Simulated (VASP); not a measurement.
# TaN in VASP: notebook

TaN is run at these levels: PBEsol; tasks: electric field gradients.

Program: VASP 6.6.1. These are calculated values, not measurements. Logs are shortened: lines on timing, memory, paths and dates and some standing lists are left out, and cuts for length are marked.

### Step 1. The cell of the first run

It takes space group I4/mmm (No. 139, tetragonal). The conventional cell has a = 3.082 Å, b = 3.082 Å, c = 4.402 Å, α = 90.00°, β = 90.00°, γ = 90.00°. Ta (site symmetry 4/mmm) has 6 N at 2.18 to 2.20 Å within 2.9 Å. N (site symmetry 4/mmm) has 6 Ta at 2.18 to 2.20 Å within 2.9 Å.

### Step 2. Electric field gradients, PBEsol (zz strain of +1 %)

File INCAR:

```
  PREC = Accurate
  ENCUT = 520
  EDIFF = 1E-8
  ISMEAR = -1
  SIGMA = 0.02
  LREAL = False
  LASPH = True
  NELM = 120
  ALGO = Normal
  ISIF = 2
  LWAVE = False
  LCHARG = False
  GGA = PS
  LEFG = True
  NBANDS = 16
  GGA_COMPAT = False
```

File KPOINTS:

```
regular mesh
0
Gamma
  9 9 9
```

File POSCAR:

```
TaN
1.0
    0.0000000000      2.1790000000      2.2007900000
    2.1790000000      0.0000000000      2.2007900000
    2.1790000000      2.1790000000      0.0000000000
Ta N
1 1
Direct
    0.5000000000      0.5000000000      0.5000000000
    0.0000000000      0.0000000000      0.0000000000
```

Potentials or basis: VASP PAW PBE potentials, release 64 (Ta_sv_GW, N).

The run is started by

```
cat potpaw_PBE.64/Ta_sv_GW/POTCAR potpaw_PBE.64/N/POTCAR > POTCAR
mpirun -np 1 vasp_std > vasp.out
```

OUTCAR:

```text
PREC = Accurate
   ENCUT = 520
   EDIFF = 1E-8
   ISMEAR = -1
   LREAL = False
   LASPH = True
   NELM = 120
   ISIF = 2
   GGA = PS

 ion  position               nearest neighbor table
   1  0.500  0.500  0.500-   2 2.18   2 2.18   2 2.18   2 2.18   2 2.20   2 2.20
   2  0.000  0.000  0.000-   1 2.18   1 2.18   1 2.18   1 2.18   1 2.20   1 2.20

  LATTYP: Found a body centered tetragonal cell.
 ALAT       =     3.0815713524
 C/A-ratio  =     1.4283556980

  Lattice vectors:

 A1 = (  -2.1790000000,   0.0000000000,   2.2007900000)
 A2 = (   2.1790000000,   0.0000000000,   2.2007900000)
 A3 = (   0.0000000000,   2.1790000000,  -2.2007900000)

Analysis of symmetry for initial positions (statically):
=====================================================================
 Subroutine PRICEL returns:
 Original cell was already a primitive cell.

 Routine SETGRP: Setting up the symmetry group for a
 body centered tetragonal supercell.

 Subroutine GETGRP returns: Found 16 space group operations
 (whereof 16 operations were pure point group operations)
 out of a pool of 16 trial point group operations.

The static configuration has the point symmetry D_4h.

Analysis of symmetry for dynamics (positions and initial velocities):
=====================================================================
 Subroutine PRICEL returns:
 Original cell was already a primitive cell.

 Routine SETGRP: Setting up the symmetry group for a
 body centered tetragonal supercell.

 Subroutine GETGRP returns: Found 16 space group operations
 (whereof 16 operations were pure point group operations)
 out of a pool of 16 trial point group operations.

The dynamic configuration has the point symmetry D_4h.

 Subroutine INISYM returns: Found 16 space group operations
 (whereof 16 operations are pure point group operations),
 and found     1 'primitive' translations

----------------------------------------------------------------------------------------

                                     Primitive cell

  volume of cell :      20.8989

  direct lattice vectors                    reciprocal lattice vectors
     0.000000000  2.179000000  2.200790000    -0.229463056  0.229463056  0.227191145
     2.179000000  0.000000000  2.200790000     0.229463056 -0.229463056  0.227191145
     2.179000000  2.179000000  0.000000000     0.229463056  0.229463056 -0.227191145

  length of vectors
     3.097017537  3.097017537  3.081571352     0.396134327  0.396134327  0.396134327

  position of ions in fractional coordinates (direct lattice)
     0.500000000  0.500000000  0.500000000
     0.000000000  0.000000000  0.000000000

  ion indices of the primitive-cell ions
   primitive index   ion index
                 1           1
                 2           2

----------------------------------------------------------------------------------------

 KPOINTS: regular mesh

Automatic generation of k-mesh.
 Grid dimensions read from file:
 generate k-points for:    9    9    9

 Generating k-lattice:

  Cartesian coordinates                     Fractional coordinates (reciprocal lattice)
    -0.025495895  0.025495895  0.025243461     0.111111111 -0.000000000  0.000000000
     0.025495895 -0.025495895  0.025243461    -0.000000000  0.111111111  0.000000000
     0.025495895  0.025495895 -0.025243461     0.000000000  0.000000000  0.111111111

  Length of vectors
     0.044014925  0.044014925  0.044014925

  Shift w.r.t. Gamma in fractional coordinates (k-lattice)
     0.000000000  0.000000000  0.000000000

 Subroutine IBZKPT returns following result:
 ===========================================

 Found     75 irreducible k-points:

 Following reciprocal coordinates:
            Coordinates               Weight
  0.000000  0.000000  0.000000      1.000000
  0.111111  0.000000  0.000000      8.000000
  0.222222  0.000000  0.000000      8.000000
  0.333333 -0.000000  0.000000      8.000000
  0.444444  0.000000  0.000000      8.000000
  0.111111  0.111111  0.000000      2.000000
[... 16 lines left out ...]
 -0.333333  0.333333  0.000000      4.000000
  0.444444  0.444444  0.000000      2.000000
 [... further k-points ...]
   k-points           NKPTS =     75   k-points in BZ     NKDIM =     75   number of bands    NBANDS=     16
   number of dos      NEDOS =    301   number of ions     NIONS =      2
   total plane-waves  NPLWV =  13824
   dimension x,y,z NGX =    24 NGY =   24 NGZ =   24
   dimension x,y,z NGXF=    48 NGYF=   48 NGZF=   48
   ions per type =               1   1
   NGX,Y,Z   is equivalent  to a cutoff of  12.88, 12.88, 12.95 a.u.
   NGXF,Y,Z  is equivalent  to a cutoff of  25.77, 25.77, 25.90 a.u.
 SYSTEM =  unknown system
   PREC   = accura    normal or accurate (medium, high low for compatibility)
   ISTART =      0    job   : 0-new  1-cont  2-samecut
   ICHARG =      2    charge: 1-file 2-atom 10-const
   ISPIN  =      1    spin polarized calculation?
   LNONCOLLINEAR =      F non collinear calculations
   LSORBIT =      F    spin-orbit coupling
   LASPH  =      T    aspherical Exc in radial PAW
   ENCUT  =  520.0 eV  38.22 Ry    6.18 a.u.   5.76  5.76  5.73*2*pi/ulx,y,z
   NELM   =    120;   NELMIN=  2; NELMDL= -5     # of ELM steps
   EDIFF  = 0.1E-07   stopping-criterion for ELM
   LREAL  =      F    real-space projection
   EDIFFG = 0.1E-06   stopping-criterion for IOM
   NSW    =      0    number of steps for IOM
   IBRION =     -1    ionic relax: 0-MD 1-quasi-New 2-CG
   NFREE  =      0    steps in history (QN), initial steepest desc. (CG)
   ISIF   =      2    stress and relaxation
   ISYM   =      2    0-nonsym 1-usesym 2-fastsym
   POTIM  = 0.5000    time-step for ionic-motion
   TEBEG  =    0.0;   TEEND  =   0.0 temperature during run
   PSTRESS=    0.0 pullay stress
   NELECT =      18.0000    total number of electrons
   NUPDOWN=      -1.0000    fix difference up-down
   EMIN   =  10.00;   EMAX   =-10.00  energy-range for DOS
   EFERMI =   0.00;   METHOD = LEGACY
   ISMEAR =    -1;   SIGMA  =   0.02  broadening in eV -4-tet -1-fermi 0-gaus
   EFERMI_NEDOS =   21; number of points for ismear=-14 and -15
   IALGO  =     38    algorithm
   IMIX   =      4    mixing-type and parameters
     AMIX     =   0.40;   BMIX     =  1.00
     AMIX_MAG =   1.60;   BMIX_MAG =  1.00
  volume/ion in A,a.u.               =      10.45        70.52
  Fermi-wavevector in a.u.,A,eV,Ry     =   1.557607  2.943451 33.009646  2.426141
  Thomas-Fermi vector in A             =   2.661233
   LORBIT       =      0    0 simple, 1 ext, 2 COOP (PROOUT), +10 PAW based schemes
   GGA     = PS    functional components
   LHFCALC =     F    Hartree Fock is set to
   AEXX    =    0.0000 exact exchange contribution
   IVDW    =     0    specifies the selected vdW correction
   LEPSILON=     F    determine dielectric tensor
   LRPA    =     F    only Hartree local field effects (RPA)
 non-spin polarized calculation
  energy-cutoff  :      520.00
  volume of cell :       20.90
 maximum number of plane-waves:       572
   NGX = 11   NGY = 11   NGZ = 11

 number of electron      18.0000002 magnetization

 Free energy of the ion-electron system (eV)
  ---------------------------------------------------
  ext. energy  EPLUGINS =         0.00000000
  ---------------------------------------------------
  free energy    TOTEN  =       -25.75434007 eV

  energy without entropy =      -25.75306480  energy(sigma->0) =      -25.75370244

 E-fermi :  13.7978     XC(G=0): -14.0604

 val. band max:       13.7425693199   @ k =  -0.4444   0.2222   0.1111
 cond. band min:      13.8075414191   @ k =  -0.2222   0.0000   0.2222
 fundamental gap:      0.0649720992
 Fermi energy:        13.7978292307

 k-point     1 :       0.0000    0.0000    0.0000
  band No.  band energies     occupation
      1     -55.5609      2.00000
      2     -21.7515      2.00000
      3     -21.7424      2.00000
      4     -21.7424      2.00000
      5      -5.0208      2.00000
      6      10.0350      2.00000
[... 8 lines left out ...]
     15      23.0490      0.00000
     16      38.2852      0.00000

 k-point     2 :       0.1111    0.0000    0.0000
  band No.  band energies     occupation
      1     -55.5538      2.00000
      2     -21.8617      2.00000
      3     -21.7599      2.00000
      4     -21.7522      2.00000
      5      -4.7144      2.00000
      6       8.7410      2.00000
[... 8 lines left out ...]
     15      23.9577      0.00000
     16      34.9926      0.00000

 k-point     3 :       0.2222    0.0000    0.0000
  band No.  band energies     occupation
      1     -55.5356      2.00000
      2     -22.1442      2.00000
      3     -21.7885      2.00000
      4     -21.7766      2.00000
      5      -3.8970      2.00000
      6       6.6654      2.00000
[... 8 lines left out ...]
     15      25.9059      0.00000
     16      31.5989      0.00000

 k-point     4 :       0.3333   -0.0000    0.0000
  band No.  band energies     occupation
      1     -55.5149      2.00000
      2     -22.4486      2.00000
      3     -21.8204      2.00000
      4     -21.8037      2.00000
      5      -2.8385      2.00000
      6       4.7901      2.00000
[... 8 lines left out ...]
     15      26.0257      0.00000
     16      28.9542      0.00000
[... 324 lines left out ...]
 k-point    22 :      -0.4444    0.3333    0.0000
  band No.  band energies     occupation
      1     -55.4835      2.00000
      2     -22.4378      2.00000
      3     -22.1822      2.00000
      4     -21.9705      2.00000
      5      -3.1629      2.00000
      6       6.2073      2.00000
[... 8 lines left out ...]
     15      23.8458      0.00000
     16      27.9543      0.00000

 k-point    23 :      -0.3333    0.3333    0.0000
  band No.  band energies     occupation
      1     -55.4850      2.00000
      2     -22.3550      2.00000
      3     -22.3051      2.00000
      4     -21.9161      2.00000
      5      -2.7481      2.00000
      6       5.2731      2.00000
[... 8 lines left out ...]
     15      25.0586      0.00000
     16      25.2477      0.00000

 k-point    24 :       0.4444    0.4444    0.0000
  band No.  band energies     occupation
      1     -55.4838      2.00000
      2     -22.5083      2.00000
      3     -22.0294      2.00000
      4     -22.0294      2.00000
      5      -3.7224      2.00000
      6       6.9361      2.00000
[... 8 lines left out ...]
     15      23.1578      0.00000
     16      29.9596      0.00000

 [... further k-points ...]

------------------------ aborting loop because EDIFF is reached ----------------------------------------

  FORCE on cell =-STRESS in cart. coord.  units (eV):
  Direction    XX          YY          ZZ          XY          YZ          ZX
  --------------------------------------------------------------------------------------
  -------------------------------------------------------------------------------------
  Total        0.4127089      0.4127089     -0.6062445      0.0000000     -0.0000000     -0.0000000
  in kB       31.6396282     31.6396282    -46.4767076      0.0000000     -0.0000000     -0.0000000
  external PRESSURE =       5.6008496 kB  Pullay stress =       0.0000000 kB

 VOLUME and BASIS-vectors are now :
 -----------------------------------------------------------------------------
  energy-cutoff  :      520.00
  volume of cell :       20.90
      direct lattice vectors                 reciprocal lattice vectors
     0.000000000  2.179000000  2.200790000    -0.229463056  0.229463056  0.227191145
     2.179000000  0.000000000  2.200790000     0.229463056 -0.229463056  0.227191145
     2.179000000  2.179000000  0.000000000     0.229463056  0.229463056 -0.227191145

 POSITION                                       TOTAL-FORCE (eV/Angst)
 -----------------------------------------------------------------------------------
      2.17900      2.17900      2.20079        -0.000000      0.000000      0.000000
      0.00000      0.00000      0.00000         0.000000     -0.000000     -0.000000
 -----------------------------------------------------------------------------------
    total drift:                                0.000000     -0.000000      0.000000

  FREE ENERGIE OF THE ION-ELECTRON SYSTEM (eV)
  ---------------------------------------------------
  free  energy   TOTEN  =       -25.7543400678 eV

  energy  without entropy=      -25.7530648031  energy(sigma->0) =      -25.75370244

 Electric field gradients (V/A^2)
---------------------------------------------------------------------
 ion       V_xx      V_yy      V_zz      V_xy      V_xz      V_yz
---------------------------------------------------------------------
   1     -24.959   -24.959    49.918     0.000     0.000     0.000
   2      -1.725    -1.725     3.449     0.000     0.000     0.000
---------------------------------------------------------------------

 Electric field gradients after diagonalization (V/A^2)
 (convention: |V_zz| > |V_xx| > |V_yy|)
----------------------------------------------------------------------
 ion       V_xx      V_yy      V_zz     asymmetry (V_yy - V_xx)/ V_zz
----------------------------------------------------------------------
   1     -24.959   -24.959    49.918       0.000
   2      -1.725    -1.725     3.449       0.000
----------------------------------------------------------------------

           NMR quadrupolar parameters

 Cq : quadrupolar parameter    Cq=e*Q*V_zz/h
 eta: asymmetry parameters     (V_yy - V_xx)/ V_zz
 Q  : nuclear electric quadrupole moment in mb (millibarn)
----------------------------------------------------------------------
 ion       Cq(MHz)       eta       Q (mb)
----------------------------------------------------------------------
   1       0.121       0.000       1.000
   2       0.008       0.000       1.000
----------------------------------------------------------------------
```

Run time: 11 s. Hardware: 1 thread of Intel Xeon 6975P-C (Granite Rapids), shared host; peak memory 0.16 GiB.

What came out:

```
Free energy            : -25.7543 eV
Pressure               : 0.6 GPa
Band gap on the k mesh : zero (band 9 reaches 15.50 eV, above the bottom of band 10 at 11.78 eV)
```

Electric field gradients, principal values (V/Å²):
| atom | least | middle | greatest (by size) |
| --- | --- | --- | --- |
| 1 Ta | -24.959 | -24.959 | 49.918 |
| 2 N | -1.725 | -1.725 | 3.449 |

Caveat: the cell differs from its parent crystal (zz strain of +1 %); without QUAD_EFG the Cq values of the log hold for a quadrupole moment of 1 mb, not for the nuclei; the PAW data sets were made with another functional, which shifts forces and pressure a little; spin-orbit coupling is left out, which moves the levels of the heavy elements.

### Step 3. Electric field gradients, PBEsol (equal xx and yy strain of -1 %)

File INCAR:

```
SYSTEM = TaN
PREC = Accurate
ENCUT = 520
EDIFF = 1E-8
ISMEAR = -1
SIGMA = 0.02
LREAL = .False.
LASPH = .True.
NELM = 120
ALGO = Normal
ISIF = 2
LWAVE = .False.
LCHARG = .False.
GGA = PS
LEFG = .True.
NBANDS = 16
GGA_COMPAT = .False.
```

File KPOINTS:

```
regular mesh
0
Gamma
  9 9 9
  0 0 0
```

File POSCAR:

```
TaN
1.0
    0.0000000000      2.1572100000      2.1790000000
    2.1572100000      0.0000000000      2.1790000000
    2.1572100000      2.1572100000      0.0000000000
Ta N
1 1
Direct
    0.5000000000      0.5000000000      0.5000000000
    0.0000000000      0.0000000000      0.0000000000
```

Potentials or basis: VASP PAW PBE potentials, release 64 (Ta_sv_GW, N).

The run is started by

```
cat potpaw_PBE.64/Ta_sv_GW/POTCAR potpaw_PBE.64/N/POTCAR > POTCAR
mpirun -np 1 vasp_std > vasp.out
```

OUTCAR:

```text
SYSTEM = TaN
   PREC = Accurate
   ENCUT = 520
   EDIFF = 1E-8
   ISMEAR = -1
   LREAL = .False.
   LASPH = .True.
   NELM = 120
   ISIF = 2
   GGA = PS

 ion  position               nearest neighbor table
   1  0.500  0.500  0.500-   2 2.16   2 2.16   2 2.16   2 2.16   2 2.18   2 2.18
   2  0.000  0.000  0.000-   1 2.16   1 2.16   1 2.16   1 2.16   1 2.18   1 2.18

  LATTYP: Found a body centered tetragonal cell.
 ALAT       =     3.0507556389
 C/A-ratio  =     1.4284985479

  Lattice vectors:

 A1 = (  -2.1572100000,   0.0000000000,   2.1790000000)
 A2 = (   2.1572100000,   0.0000000000,   2.1790000000)
 A3 = (   0.0000000000,   2.1572100000,  -2.1790000000)

Analysis of symmetry for initial positions (statically):
=====================================================================
 Subroutine PRICEL returns:
 Original cell was already a primitive cell.

 Routine SETGRP: Setting up the symmetry group for a
[... 646 lines left out ...]
      direct lattice vectors                 reciprocal lattice vectors
     0.000000000  2.157210000  2.179000000    -0.231780865  0.231780865  0.229463056
     2.157210000  0.000000000  2.179000000     0.231780865 -0.231780865  0.229463056
     2.157210000  2.157210000  0.000000000     0.231780865  0.231780865 -0.229463056

 POSITION                                       TOTAL-FORCE (eV/Angst)
 -----------------------------------------------------------------------------------
      2.15721      2.15721      2.17900        -0.000000      0.000000      0.000000
      0.00000      0.00000      0.00000         0.000000     -0.000000      0.000000
 -----------------------------------------------------------------------------------
    total drift:                                0.000000     -0.000000      0.000000

  FREE ENERGIE OF THE ION-ELECTRON SYSTEM (eV)
  ---------------------------------------------------
  free  energy   TOTEN  =       -25.7276510945 eV

  energy  without entropy=      -25.7264746687  energy(sigma->0) =      -25.72706288

 Electric field gradients (V/A^2)
---------------------------------------------------------------------
 ion       V_xx      V_yy      V_zz      V_xy      V_xz      V_yz
---------------------------------------------------------------------
   1     -26.367   -26.367    52.734    -0.000     0.000     0.000
   2      -1.761    -1.761     3.522    -0.000    -0.000    -0.000
---------------------------------------------------------------------

 Electric field gradients after diagonalization (V/A^2)
 (convention: |V_zz| > |V_xx| > |V_yy|)
----------------------------------------------------------------------
 ion       V_xx      V_yy      V_zz     asymmetry (V_yy - V_xx)/ V_zz
----------------------------------------------------------------------
   1     -26.367   -26.367    52.734       0.000
   2      -1.761    -1.761     3.522       0.000
----------------------------------------------------------------------

           NMR quadrupolar parameters

 Cq : quadrupolar parameter    Cq=e*Q*V_zz/h
 eta: asymmetry parameters     (V_yy - V_xx)/ V_zz
 Q  : nuclear electric quadrupole moment in mb (millibarn)
----------------------------------------------------------------------
 ion       Cq(MHz)       eta       Q (mb)
----------------------------------------------------------------------
   1       0.128       0.000       1.000
   2       0.009       0.000       1.000
----------------------------------------------------------------------
```

It took 35 s on 1 thread of AMD EPYC 7R13 (Zen 3), shared host; peak memory 0.13 GiB.

Results:

```
Free energy            : -25.7277 eV
Pressure               : 12.2 GPa
Band gap on the k mesh : zero (band 9 reaches 16.05 eV, above the bottom of band 10 at 12.17 eV)
```

Levels at points of the mesh, in eV from the Fermi level:
```
           k point  band 7  band 8  band 9  band 10  band 11  band 12
(0.00, 0.00, 0.00)   -3.79   -3.79   -2.23    -2.10    -2.10     0.06
```

Electric field gradients, principal values (V/Å²):
```csv
atom,least,middle,greatest (by size)
1 Ta,-26.367,-26.367,52.734
2 N,-1.761,-1.761,3.522
```

Caveat: the cell differs from its parent crystal (equal xx and yy strain of -1 %); without QUAD_EFG the Cq values of the log hold for a quadrupole moment of 1 mb, not for the nuclei; the PAW data sets were made with another functional, which shifts forces and pressure a little; spin-orbit coupling is left out, which moves the levels of the heavy elements.

[end of part 1 of 2]
